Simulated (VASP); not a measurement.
# Os (P6_3/mmc) in VASP: a series of runs, part 2 of 2

VASP 6.6.1.

**3. Single point, b88 exchange, pbe correlation**

This run uses another cell than the first one, of 14.29 Å³/atom.

Input file INCAR:

```
  PREC = Accurate
  ENCUT = 600
  EDIFF = 1E-6
  ISMEAR = -1
  SIGMA = 0.05
  LREAL = F
  LASPH = T
  NELM = 120
  ALGO = Normal
  ISIF = 2
  LWAVE = F
  LCHARG = F
  GGA = LIBXC
  LIBXC1 = GGA_X_B88
  LIBXC2 = GGA_C_PBE
  NBANDS = 15
  GGA_COMPAT = F
```

Input file KPOINTS:

```
regular mesh
0
Gamma
  11 11 6
```

Input file POSCAR:

```
Os
1.0
    2.7544647974      0.0000000000      0.0000000000
   -1.3772323987      2.3854364884      0.0000000000
    0.0000000000      0.0000000000      4.3487627600
Os
2
Direct
    0.6666666667      0.3333333333      0.7500000000
    0.3333333333      0.6666666667      0.2500000000
```

Potentials or basis: VASP PAW PBE potentials, release 64 (Os).

Command:

```bash
$ cat potpaw_PBE.64/Os/POTCAR > POTCAR
$ mpirun -np 1 vasp_std > vasp.out
```

OUTCAR:

```text
PREC = Accurate
   ENCUT = 600
   EDIFF = 1E-6
   ISMEAR = -1
   LREAL = F
   LASPH = T
   NELM = 120
   ISIF = 2
   GGA = LIBXC

 ion  position               nearest neighbor table
   1  0.667  0.333  0.750-   2 2.69   2 2.69   2 2.69   2 2.69   2 2.69   2 2.69
   2  0.333  0.667  0.250-   1 2.69   1 2.69   1 2.69   1 2.69   1 2.69   1 2.69

  LATTYP: Found a hexagonal cell.
 ALAT       =     2.7544647974
 C/A-ratio  =     1.5788049875

  Lattice vectors:

 A1 = (   2.7544647974,   0.0000000000,   0.0000000000)
 A2 = (  -1.3772323987,   2.3854364884,   0.0000000000)
 A3 = (   0.0000000000,   0.0000000000,   4.3487627600)

Analysis of symmetry for initial positions (statically):
=====================================================================
 Subroutine PRICEL returns:
 Original cell was already a primitive cell.

 Routine SETGRP: Setting up the symmetry group for a
 hexagonal supercell.

 Subroutine GETGRP returns: Found 24 space group operations
 (whereof 12 operations were pure point group operations)
 out of a pool of 24 trial point group operations.

The static configuration has the point symmetry D_3d.
 The point group associated with its full space group is D_6h.

Analysis of symmetry for dynamics (positions and initial velocities):
=====================================================================
 Subroutine PRICEL returns:
 Original cell was already a primitive cell.

 Routine SETGRP: Setting up the symmetry group for a
 hexagonal supercell.

 Subroutine GETGRP returns: Found 24 space group operations
 (whereof 12 operations were pure point group operations)
 out of a pool of 24 trial point group operations.

The dynamic configuration has the point symmetry D_3d.
 The point group associated with its full space group is D_6h.

 Subroutine INISYM returns: Found 24 space group operations
 (whereof 12 operations are pure point group operations),
 and found     1 'primitive' translations

----------------------------------------------------------------------------------------

                                     Primitive cell

  volume of cell :      28.5740

  direct lattice vectors                    reciprocal lattice vectors
     2.754464797  0.000000000  0.000000000     0.363046934  0.209605245  0.000000000
    -1.377232399  2.385436488  0.000000000     0.000000000  0.419210490  0.000000000
     0.000000000  0.000000000  4.348762760     0.000000000  0.000000000  0.229950461

  length of vectors
     2.754464797  2.754464797  4.348762760     0.419210490  0.419210490  0.229950461

  position of ions in fractional coordinates (direct lattice)
     0.666666667  0.333333333  0.750000000
     0.333333333  0.666666667  0.250000000

  ion indices of the primitive-cell ions
   primitive index   ion index
                 1           1
                 2           2

----------------------------------------------------------------------------------------

 KPOINTS: regular mesh

Automatic generation of k-mesh.
 Grid dimensions read from file:
 generate k-points for:   11   11    6

[... 25 lines left out ...]
  0.454545 -0.000000  0.000000      6.000000
[... 16 lines left out ...]
  0.090909  0.090909  0.166667     12.000000
  0.181818  0.090909  0.166667     24.000000
 [... further k-points ...]
   k-points           NKPTS =     64   k-points in BZ     NKDIM =     64   number of bands    NBANDS=     15
   number of dos      NEDOS =    301   number of ions     NIONS =      2
   total plane-waves  NPLWV =  20736
   dimension x,y,z NGX =    24 NGY =   24 NGZ =   36
   dimension x,y,z NGXF=    48 NGYF=   48 NGZF=   72
   ions per type =               2
   NGX,Y,Z   is equivalent  to a cutoff of  14.49, 14.49, 13.76 a.u.
   NGXF,Y,Z  is equivalent  to a cutoff of  28.97, 28.97, 27.52 a.u.
 SYSTEM =  unknown system
   PREC   = accura    normal or accurate (medium, high low for compatibility)
   ISTART =      0    job   : 0-new  1-cont  2-samecut
   ICHARG =      2    charge: 1-file 2-atom 10-const
   ISPIN  =      1    spin polarized calculation?
   LNONCOLLINEAR =      F non collinear calculations
   LSORBIT =      F    spin-orbit coupling
   LASPH  =      T    aspherical Exc in radial PAW
   ENCUT  =  600.0 eV  44.10 Ry    6.64 a.u.   5.50  5.50  8.69*2*pi/ulx,y,z
   NELM   =    120;   NELMIN=  2; NELMDL= -5     # of ELM steps
   EDIFF  = 0.1E-05   stopping-criterion for ELM
   LREAL  =      F    real-space projection
   EDIFFG = 0.1E-04   stopping-criterion for IOM
   NSW    =      0    number of steps for IOM
   IBRION =     -1    ionic relax: 0-MD 1-quasi-New 2-CG
   NFREE  =      0    steps in history (QN), initial steepest desc. (CG)
   ISIF   =      2    stress and relaxation
   ISYM   =      2    0-nonsym 1-usesym 2-fastsym
   POTIM  = 0.5000    time-step for ionic-motion
   TEBEG  =    0.0;   TEEND  =   0.0 temperature during run
   PSTRESS=    0.0 pullay stress
   NELECT =      16.0000    total number of electrons
   NUPDOWN=      -1.0000    fix difference up-down
   EMIN   =  10.00;   EMAX   =-10.00  energy-range for DOS
   EFERMI =   0.00;   METHOD = LEGACY
   ISMEAR =    -1;   SIGMA  =   0.05  broadening in eV -4-tet -1-fermi 0-gaus
   EFERMI_NEDOS =   21; number of points for ismear=-14 and -15
   IALGO  =     38    algorithm
   IMIX   =      4    mixing-type and parameters
     AMIX     =   0.40;   BMIX     =  1.00
     AMIX_MAG =   1.60;   BMIX_MAG =  1.00
  volume/ion in A,a.u.               =      14.29        96.41
  Fermi-wavevector in a.u.,A,eV,Ry     =   1.349350  2.549901 24.772739  1.820745
  Thomas-Fermi vector in A             =   2.476944
   LORBIT       =      0    0 simple, 1 ext, 2 COOP (PROOUT), +10 PAW based schemes
   GGA     = LIBXC    functional components
   LHFCALC =     F    Hartree Fock is set to
   AEXX    =    0.0000 exact exchange contribution
   IVDW    =     0    specifies the selected vdW correction
   LEPSILON=     F    determine dielectric tensor
   LRPA    =     F    only Hartree local field effects (RPA)
 non-spin polarized calculation
  energy-cutoff  :      600.00
  volume of cell :       28.57
 maximum number of plane-waves:       984
 NGX is ok and might be reduce to    24
   NGX = 11   NGY = 11   NGZ = 17

 number of electron      16.0000000 magnetization

 Free energy of the ion-electron system (eV)
  ---------------------------------------------------
  ext. energy  EPLUGINS =         0.00000000
  ---------------------------------------------------
  free energy    TOTEN  =       -22.19015391 eV

  energy without entropy =      -22.17646305  energy(sigma->0) =      -22.18330848

 E-fermi :   9.0490     XC(G=0): -13.9340

 val. band max:        9.0232230770   @ k =   0.3636  -0.0000   0.3333
 cond. band min:       9.1074562722   @ k =   0.3636   0.0909   0.3333
 fundamental gap:      0.0842331952
 Fermi energy:         9.0489792748

 k-point     1 :       0.0000    0.0000    0.0000
  band No.  band energies     occupation
      1      -1.6256      2.00000
      2       1.5206      2.00000
      3       6.1387      2.00000
      4       6.1387      2.00000
      5       6.3850      2.00000
      6       6.9504      2.00000
      7       6.9504      2.00000
      8       7.5686      2.00000
      9       7.5686      2.00000
     10       9.1813      0.13248
     11      10.7262      0.00000
     12      10.7262      0.00000
     13      17.9192      0.00000
     14      23.2219      0.00000
[... 401 lines left out ...]
      2       3.0902      2.00000
      3       4.4725      2.00000
      4       4.6871      2.00000
      5       5.9011      2.00000
      6       6.4944      2.00000
      7       7.0530      2.00000
      8       7.9776      2.00000
      9       8.5667      1.99987
     10       8.9294      1.83245
     11      11.1431      0.00000
     12      14.4879      0.00000
     13      19.4341      0.00000
     14      23.9856      0.00000
     15      25.1122      0.00000

 [... further k-points ...]

------------------------ aborting loop because EDIFF is reached ----------------------------------------

  FORCE on cell =-STRESS in cart. coord.  units (eV):
  Direction    XX          YY          ZZ          XY          YZ          ZX
  --------------------------------------------------------------------------------------
  -------------------------------------------------------------------------------------
  Total        0.0040966      0.0040966     -0.0158289      0.0000000     -0.0000000      0.0000000
  in kB        0.2297023      0.2297023     -0.8875451      0.0000000     -0.0000000      0.0000000
  external PRESSURE =      -0.1427135 kB  Pullay stress =       0.0000000 kB

 VOLUME and BASIS-vectors are now :
 -----------------------------------------------------------------------------
  energy-cutoff  :      600.00
  volume of cell :       28.57
      direct lattice vectors                 reciprocal lattice vectors
     2.754464797  0.000000000  0.000000000     0.363046934  0.209605245  0.000000000
    -1.377232399  2.385436488  0.000000000     0.000000000  0.419210490  0.000000000
     0.000000000  0.000000000  4.348762760     0.000000000  0.000000000  0.229950461

 POSITION                                       TOTAL-FORCE (eV/Angst)
 -----------------------------------------------------------------------------------
      1.37723      0.79515      3.26157         0.000000     -0.000000      0.000000
     -0.00000      1.59029      1.08719        -0.000000      0.000000      0.000000
 -----------------------------------------------------------------------------------
    total drift:                               -0.000000      0.000000     -0.000000

  FREE ENERGIE OF THE ION-ELECTRON SYSTEM (eV)
  ---------------------------------------------------
  free  energy   TOTEN  =       -22.1901539080 eV

  energy  without entropy=      -22.1764630509  energy(sigma->0) =      -22.18330848
```

OSZICAR:

```text
N       E                     dE             d eps       ncg     rms          rms(c)
DAV:   1     0.116606747012E+03    0.11661E+03   -0.80807E+03  1920   0.115E+03
DAV:   2    -0.177613643334E+02   -0.13437E+03   -0.11671E+03  1948   0.342E+02
DAV:   3    -0.235279051926E+02   -0.57665E+01   -0.55498E+01  2578   0.634E+01
DAV:   4    -0.235800082708E+02   -0.52103E-01   -0.52001E-01  2123   0.615E+00
DAV:   5    -0.235802842005E+02   -0.27593E-03   -0.27592E-03  2599   0.424E-01    0.219E+01
DAV:   6    -0.224998932411E+02    0.10804E+01   -0.93325E-01  2424   0.829E+00    0.978E+00
DAV:   7    -0.221983374833E+02    0.30156E+00   -0.60795E-01  2452   0.653E+00    0.556E-01
DAV:   8    -0.221923482648E+02    0.59892E-02   -0.60935E-03  1990   0.588E-01    0.310E-01
DAV:   9    -0.221901525512E+02    0.21957E-02   -0.14883E-03  2340   0.397E-01    0.482E-02
DAV:  10    -0.221901781283E+02   -0.25577E-04   -0.42916E-05  2466   0.551E-02    0.881E-03
DAV:  11    -0.221901548185E+02    0.23310E-04   -0.48009E-06  2151   0.243E-02    0.101E-03
DAV:  12    -0.221901539080E+02    0.91057E-06   -0.85284E-08  1317   0.298E-03
   1 F= -.22190154E+02 E0= -.22183308E+02  d E =-.136909E-01
```

stdout:

```text
POSCAR found type information on POSCAR Os
 POSCAR found :  1 types and       2 ions
 scaLAPACK will be used
 -----------------------------------------------------------------------------
|                                                                             |
|                                                                             |
|     You enforced a specific xc type in the INCAR file but a different       |
|     I HOPE YOU KNOW WHAT YOU ARE DOING!                                     |
|                                                                             |
 -----------------------------------------------------------------------------

 LDA part: xc-table for (None,None), standard interpolation
 POSCAR, INCAR and KPOINTS ok, starting setup
 FFT: planning ... GRIDC
 FFT: planning ... GRID_SOFT
 FFT: planning ... GRID
 WAVECAR not read
 entering main loop
```

Wall time 29 s (1 thread of Intel Xeon Platinum 8488C (Sapphire Rapids), shared host); peak memory 0.17 GiB.

Results:

| Property | Result |
| --- | --- |
| Free energy | -22.1902 eV |
| Pressure | 0.0 GPa |
| Band gap on the k mesh | zero (bands 8 and 9 overlap by 3.76 eV) |

Stress tensor (GPa, compression positive):
```
 0.02  0.00  0.00
 0.00  0.02  0.00
 0.00  0.00 -0.09
```

Caveat: the PAW data sets were made with another functional, which shifts forces and pressure a little; spin-orbit coupling is left out, which moves the levels of the heavy elements.

**4. Relaxation of cell and atoms, b88 exchange, pbe correlation**

Input file INCAR:

```
ALGO = Normal
EDIFF = 1E-7
EDIFFG = -0.01
ENCUT = 600
GGA = LIBXC
GGA_COMPAT = False
IBRION = 2
ISIF = 3
ISMEAR = -1
LASPH = True
LCHARG = False
LIBXC1 = GGA_X_B88
LIBXC2 = GGA_C_PBE
LREAL = False
LWAVE = False
NELM = 120
NELMIN = 4
NSW = 60
PREC = Accurate
SIGMA = 0.05
```

Input file KPOINTS:

```
k-points
0
Gamma
  11 11 6
```

Input file POSCAR:

```
Os
1.0
    2.7341000000      0.0000000000      0.0000000000
   -1.3670500000      2.3678000565      0.0000000000
    0.0000000000      0.0000000000      4.3197000000
Os
2
Direct
    0.6666666667      0.3333333333      0.7500000000
    0.3333333333      0.6666666667      0.2500000000
```

Command:

```bash
$ cat potpaw_PBE.64/Os/POTCAR > POTCAR
$ mpirun -np 1 vasp_std > vasp.out
```

It took 1.8 min on 1 thread of Intel Xeon Platinum 8488C (Sapphire Rapids), shared host; peak memory 0.18 GiB.

The run converged. Its results:

- Free energy: -22.1900 eV
- Relaxed volume: 14.29 Å³/atom
- Relaxed cell: a = 2.755 Å, b = 2.755 Å, c = 4.348 Å, α = 90.00°, β = 90.00°, γ = 120.00°
- Space group after relaxing (to 0.1 Å): P6_3/mmc (No. 194)
- Energy gained by relaxing: 8.5 meV/atom
- Ionic steps: 9
- Pressure after relaxing: 0.0 GPa
- Band gap on the k mesh: zero (bands 8 and 9 overlap by 3.76 eV)

Step by step:
```
step  energy change (eV)  largest force (eV/Å)  pressure (GPa)  volume (Å³)
   1              0.0000                0.0000            9.17        27.96
   2              0.2642                0.0000          -29.73        31.33
   3             -0.0169                0.0000           -0.38        28.60
   4             -0.0169                0.0000           -0.01        28.57
   5             -0.0169                0.0000            0.16        28.56
   6             -0.0169                0.0000            0.15        28.56
   7             -0.0169                0.0000            0.16        28.56
   8             -0.0169                0.0000           -0.47        28.61
   9             -0.0169                0.0000            0.02        28.57
```

Final structure:
```xyz
2
Lattice="2.7545 0.0000 0.0000 -1.3773 2.3855 0.0000 0.0000 0.0000 4.3480" Properties=species:S:1:pos:R:3 pbc="T T T"
Os    1.3773    0.7952    3.2610
Os    0.0000    1.5903    1.0870
```

Levels at points of the mesh, in eV from the Fermi level:
| k point | band 4 | band 5 | band 6 | band 7 | band 8 | band 9 | band 10 | band 11 | band 12 |
| --- | --- | --- | --- | --- | --- | --- | --- | --- | --- |
| (0.00, 0.00, 0.00) | -2.91 | -2.66 | -2.10 | -2.10 | -1.48 | -1.48 | 0.13 | 1.68 | 1.68 |
| (0.00, 0.00, 0.50) | -3.42 | -3.11 | -3.11 | -3.11 | -3.11 | 0.90 | 0.90 | 0.90 | 0.90 |

Caveat: the PAW data sets were made with another functional, which shifts forces and pressure a little; spin-orbit coupling is left out, which moves the levels of the heavy elements. Zero-point motion and thermal expansion aren't in these numbers.

**5. Single point, RPBE+D4 (13.14 Å³/atom)**

This run uses another cell than the first one, of 13.14 Å³/atom.

Input file INCAR:

```
ALGO = Normal
EDIFF = 1E-6
ENCUT = 520
GGA = RP
ISIF = 2
ISMEAR = -1
IVDW = 13
LASPH = True
LCHARG = False
LREAL = False
LWAVE = False
NBANDS = 15
NELM = 80
PREC = Accurate
SIGMA = 0.05
```

KPOINTS is that of step 4.

Input file POSCAR:

```
Os
1.0
    2.6782863798      0.0000000000      0.0000000000
   -1.3391431899      2.3194640436      0.0000000000
    0.0000000000      0.0000000000      4.2315181138
Os
2
Direct
    0.6666666667      0.3333333333      0.7500000000
    0.3333333333      0.6666666667      0.2500000000
```

Command:

```bash
$ cat potpaw_PBE.64/Os/POTCAR > POTCAR
$ mpirun -np 1 vasp_std > vasp.out
```

Wall time 40 s (1 thread of AMD EPYC 7R13, shared host); peak memory 0.12 GiB.

It converged, with:

```
Free energy                : -23.5007 eV
Pressure                   : 29.7 GPa
Band gap on the k mesh     : zero (bands 8 and 9 overlap by 4.29 eV)
Dispersion energy per atom : -1.317 eV
```

Stress tensor (GPa, compression positive):
```
28.88  0.00  0.00
 0.00 28.88  0.00
 0.00  0.00 31.35
```

Levels at points of the mesh, in eV from the Fermi level:
| k point | band 5 | band 6 | band 7 | band 8 | band 9 | band 10 | band 11 | band 12 |
| --- | --- | --- | --- | --- | --- | --- | --- | --- |
| (0.00, 0.00, 0.00) | -3.02 | -2.37 | -2.37 | -1.66 | -1.66 | 0.08 | 1.90 | 1.90 |
| (0.00, 0.00, 0.50) | -3.51 | -3.51 | -3.51 | -3.51 | 1.05 | 1.05 | 1.05 | 1.05 |

Caveat: the cell stands under pressure; the dispersion term is far too large for a dense solid, which distorts pressure and volume; the PAW data sets were made with another functional, which shifts forces and pressure a little; spin-orbit coupling is left out, which moves the levels of the heavy elements.

**6. Single point, RPBE+D4 (13.42 Å³/atom)**

This run uses another cell than the first one, of 13.42 Å³/atom.

Input file INCAR:

```
SYSTEM = Os
  PREC = Accurate
  ENCUT = 520
  EDIFF = 1E-6
  ISMEAR = -1
  SIGMA = 0.05
  LREAL = .False.
  LASPH = .True.
  NELM = 60
  ALGO = Fast
  ISIF = 2
  LWAVE = .False.
  LCHARG = .False.
  GGA = RP
  IVDW = 13
  NBANDS = 15
```

Input file KPOINTS:

```
regular mesh
0
Gamma
  11 11 6
  0 0 0
```

Input file POSCAR:

```
Os
1.0
    2.6971481730      0.0000000000      0.0000000000
   -1.3485740865      2.3357988356      0.0000000000
    0.0000000000      0.0000000000      4.2613185190
Os
2
Direct
    0.6666666667      0.3333333333      0.7500000000
    0.3333333333      0.6666666667      0.2500000000
```

Potentials or basis: VASP PAW PBE potentials, release 64 (Os).

Command:

```bash
$ cat potpaw_PBE.64/Os/POTCAR > POTCAR
$ mpirun -np 1 vasp_std > vasp.out
```

Wall time 48 s (1 thread of AMD EPYC 7R13, shared host); peak memory 0.12 GiB.

It converged, with:

```
Free energy                : -23.5844 eV
Pressure                   : 18.3 GPa
Band gap on the k mesh     : zero (bands 8 and 9 overlap by 4.15 eV)
Dispersion energy per atom : -1.291 eV
```

Stress tensor (GPa, compression positive):
```
17.77  0.00  0.00
 0.00 17.77  0.00
 0.00  0.00 19.48
```

Levels at points of the mesh, in eV from the Fermi level:
```csv
k point,band 4,band 5,band 6,band 7,band 8,band 9,band 10,band 11,band 12,band 13
"(0.00, 0.00, 0.00)",-3.20,-2.93,-2.30,-2.30,-1.61,-1.61,0.07,1.84,1.84,9.64
"(0.00, 0.00, 0.50)",-3.72,-3.40,-3.40,-3.40,-3.40,1.01,1.01,1.01,1.01,13.76
```

Caveat: the cell stands under pressure; the dispersion term is far too large for a dense solid, which distorts pressure and volume; the PAW data sets were made with another functional, which shifts forces and pressure a little; spin-orbit coupling is left out, which moves the levels of the heavy elements.

**7. The runs side by side**

| task | level | spin | fixed moment (μB) | cell | cutoff (eV) | smearing | gap on the mesh (eV) | pressure (GPa) |
| --- | --- | --- | --- | --- | --- | --- | --- | --- |
| single point | r2SCAN+D4 | collinear, zero start | 0.0 | a = 2.734, b = 2.734, c = 4.320 Å, angles 90.0, 90.0, 120.0°, 2 atoms | 660 | methfessel-paxton 0.001 eV | - | 0.1 |
| single point | b88 exchange, pbe correlation | off | - | a = 2.754, b = 2.754, c = 4.349 Å, angles 90.0, 90.0, 120.0°, 2 atoms | 600 | fermi-dirac 0.05 eV | none | 0.0 |
| relaxation of cell and atoms | b88 exchange, pbe correlation | off | - | relaxed from a = 2.734, b = 2.734, c = 4.320 Å, angles 90.0, 90.0, 120.0°, 2 atoms | 600 | fermi-dirac 0.05 eV | none | 0.0 |
| single point | RPBE+D4 | off | - | a = 2.678, b = 2.678, c = 4.232 Å, angles 90.0, 90.0, 120.0°, 2 atoms | 520 | fermi-dirac 0.05 eV | none | 29.7 |
| single point | RPBE+D4 | off | - | a = 2.697, b = 2.697, c = 4.261 Å, angles 90.0, 90.0, 120.0°, 2 atoms | 520 | fermi-dirac 0.05 eV | none | 18.3 |

Alike in all rows: potentials or basis VASP PAW PBE potentials, release 64 (Os); k mesh 11 × 11 × 6.

Caveats: the PAW data sets were made with another functional, which shifts forces and pressure a little; spin-orbit coupling is left out, which moves the levels of the heavy elements; the cell stands under pressure (at least some runs); the dispersion term is far too large for a dense solid, which distorts pressure and volume (at least some runs); the total moment is fixed, so each spin has its own Fermi level (at least some runs).

Total energies depend on the potentials used, so only differences within one code and one set of settings carry meaning.

The gap in the log of VASP goes by the Fermi energy; the results here count the filled bands.